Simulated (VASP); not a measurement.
Input of a VASP 6.6.1 run:

The input INCAR:

```
SYSTEM = VN
PREC     = Accurate       ! precision mode
ENCUT    = 600            ! plane-wave cutoff, eV
EDIFF    = 1E-6           ! SCF threshold, eV
ISMEAR   = 0              ! smearing method
SIGMA    = 0.05           ! smearing width, eV
LREAL    = .FALSE.        ! projectors in reciprocal space
LASPH    = .TRUE.         ! aspherical terms in the spheres
NELM     = 200            ! most SCF steps
ALGO     = Normal         ! electronic algorithm
ISIF     = 2              ! what is computed and relaxed
LWAVE    = .FALSE.        ! write WAVECAR
LCHARG   = .FALSE.        ! write CHGCAR
ISPIN    = 2              ! spin polarisation
MAGMOM   = 0.05 0         ! initial moments
LORBIT   = 11             ! projections on sites
LMAXMIX  = 4              ! l up to which the mixer works
GGA      = RP             ! functional
IVDW     = 13             ! dispersion correction
NBANDS   = 20             ! bands
GGA_COMPAT= .FALSE.
```

File KPOINTS:

```
regular mesh
0
G
  10 10 10
  0 0 0
```

POSCAR

```
VN
1.0
    0.0000000000      2.0282586577      2.0282586577
    2.0282586577      0.0000000000      2.0282586577
    2.0282586577      2.0282586577      0.0000000000
V N
1 1
Direct
    0.0000000000      0.0000000000      0.0000000000
    0.5000000000      0.5000000000      0.5000000000
```

Potentials or basis: VASP PAW PBE potentials, release 64 (V_sv, N).

The run is started by

```bash
$ cat potpaw_PBE.64/V_sv/POTCAR potpaw_PBE.64/N/POTCAR > POTCAR
$ mpirun -np 1 vasp_std > vasp.out
```

What does it give for the net moment?

0.00 μB per cell.

What does it give for the dispersion energy per atom?

-0.830 eV.

What does it give for the band gap on the k mesh?

Zero (filled and empty bands overlap).

Estimate the pressure.

1.1 GPa.

Caveat: the PAW data sets were made with another functional, which shifts forces and pressure a little; pairwise dispersion overbinds metals, which lowers pressure and volume. With open d or f shells a metallic result of RPBE can be an artefact of self-interaction; +U or a hybrid may open a gap.
